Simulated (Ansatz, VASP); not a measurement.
# TiC: VASP beside Ansatz

```
Ti C
1.0
     0.00000    2.14205    2.14205
     2.14205    0.00000    2.14205
     2.14205    2.14205    0.00000
Ti C
1 1
Cartesian
  0.0000 0.0000 0.0000
  2.1420 2.1420 2.1420
```

Alike in both runs: task single point; functional r2SCAN; k mesh 16 × 16 × 16; occupations gaussian, width 0.1 eV; no spin polarisation.

|  | VASP | Ansatz |
| --- | --- | --- |
| version | VASP 6.6.1 | Ansatz 0.2.0 |
| potentials or method | VASP PAW PBE potentials, release 64 (Ti_sv, C), cutoff 520 eV | scalar-relativistic, plane waves, PAW |
| valence electrons in the cell | 16 | 16 |

```tsv
	VASP	Ansatz	Ansatz less VASP
gap on the k mesh at the Fermi level (eV)	none	none	-
pressure (GPa)	9.5	8.5	-1.02
```

VASP's potentials were made for PBE, not for r2SCAN. A gap of «none» marks a metal or a gap that the smearing closes.
